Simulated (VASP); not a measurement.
Wanted: the native input for a VASP 6.6.1 run.

- Task: relaxation of cell and atoms
- Functional: PBE
- Potentials or basis: VASP PAW PBE potentials, release 64 (Al, Cu)
- Cutoff: 600 eV
- k mesh: 6 × 6 × 8
- Occupations: gaussian, width 0.1 eV
- Spin: no spin polarisation
- Dipole correction: no
- Further INCAR settings: ALGO = Fast; EDIFF = 1e-06; IBRION = 2; EDIFFG = -0.01; NSW = 100; ISIF = 3

The structure of Al5Cu3 lies in POSCAR:

```
Al5Cu3
1.0
    5.5738996783      0.0000000000      0.0000000000
    0.0000000000      5.5738996783      0.0000000000
    0.0000000000      0.0000000000      3.7078457305
Al Cu
5 3
Direct
    0.0000000000      0.0000000000      0.0000000000
    0.7453496999      0.2546503001      0.5000000000
    0.2546503001      0.7453496999      0.5000000000
    0.2546503001      0.2546503001      0.5000000000
    0.7453496999      0.7453496999      0.5000000000
    0.5000000000      0.5000000000      0.0000000000
    0.5000000000      0.0000000000      0.0000000000
    0.0000000000      0.5000000000      0.0000000000
```

One way to write it, as run:

INCAR

```
ALGO = Fast
EDIFF = 1E-6
EDIFFG = -0.01
ENCUT = 600
GGA = PE
IBRION = 2
ISIF = 3
ISMEAR = 0
LASPH = T
LCHARG = F
LREAL = F
LWAVE = F
NELM = 80
NSW = 100
PREC = Accurate
SIGMA = 0.1
```

KPOINTS

```
k-points
0
Gamma
  6 6 8
```

Potentials or basis: VASP PAW PBE potentials, release 64 (Al, Cu).

The run is started by

```sh
$ cat potpaw_PBE.64/Al/POTCAR potpaw_PBE.64/Cu/POTCAR > POTCAR
$ mpirun -np 1 vasp_std > vasp.out
```

It gave:

| Property | Result |
| --- | --- |
| Relaxed volume | 14.46 Å³/atom |
| Relaxed cell | a = 5.524 Å, b = 5.524 Å, c = 3.790 Å, α = 90.00°, β = 90.00°, γ = 90.00° |
| Space group after relaxing (to 0.1 Å) | P4/mmm (No. 123) |
| Energy gained by relaxing | 3.3 meV/atom |
| Ionic steps | 7 |
| Pressure after relaxing | 0.0 GPa |
| Largest force after relaxing | 0.008 eV/Å |
| Band gap on the k mesh | zero (bands 24 and 25 overlap by 3.40 eV) |

It took 18 min on 1 thread of Intel(R) Xeon(R) Platinum 8259CL CPU @ 2.50GHz (Skylake/Cascade Lake), with other jobs on the host, peak memory 0.38 GiB.
